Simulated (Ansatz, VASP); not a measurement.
**K2S in VASP and in Ansatz**

The input INCAR:

```
SYSTEM = K2S
ALGO = Normal
EDIFF = 1E-6
ENCUT = 500
GGA = PE
GGA_COMPAT = .FALSE.
ISIF = 2
ISMEAR = 0
LASPH = .TRUE.
LCHARG = .FALSE.
LREAL = .FALSE.
LWAVE = .FALSE.
NBANDS = 19
NELM = 120
PREC = Accurate
SIGMA = 0.01
```

Contents of KPOINTS:

```
k-points
0
G
  4 4 4
  0 0 0
```

The input POSCAR:

```
K2S
1.0
    0.0000000000      3.7027568507      3.7027568507
    3.7027568507      0.0000000000      3.7027568507
    3.7027568507      3.7027568507      0.0000000000
S K
1 2
Direct
    0.0000000000      0.0000000000      0.0000000000
    0.2500000000      0.2500000000      0.2500000000
    0.7500000000      0.7500000000      0.7500000000
```

Input for Ansatz:

```yaml
crystal:
  lattice:
    - [0.0, 3.7027568507, 3.7027568507]
    - [3.7027568507, 0.0, 3.7027568507]
    - [3.7027568507, 3.7027568507, 0.0]
  atoms:
    - { symbol: S, position: [0.0, 0.0, 0.0] }
    - { symbol: K, position: [0.25, 0.25, 0.25] }
    - { symbol: K, position: [0.75, 0.75, 0.75] }
kpoints:
  mp_grid: { grid: [4, 4, 4] }
hamiltonian:
  xc: pbe
scf:
  occupations: { method: fixed }
  n_extra_bands: 4
  max_iter: 84
output:
  forces: true
  stress: true
  eigenvalues: true
basis:
  ecutrho_ratio: 8
```

Alike in both runs: task single point; functional PBE; k mesh 4 × 4 × 4; no spin polarisation.

|  | VASP | Ansatz |
| --- | --- | --- |
| version | VASP 6.6.1 | Ansatz 0.2.0 |
| potentials or method | VASP PAW PBE potentials, release 64 (S, K_sv) | plane waves |
| plane-wave cutoff (eV) | 500 | 420 |
| occupations | gaussian, width 0.01 eV | fixed |
| valence electrons in the cell | 24 | 24 |

```csv
,VASP,Ansatz,Ansatz less VASP
gap on the k mesh at the Fermi level (eV),2.38,2.38,+0.002
pressure (GPa),0.5,0.4,-0.03
```
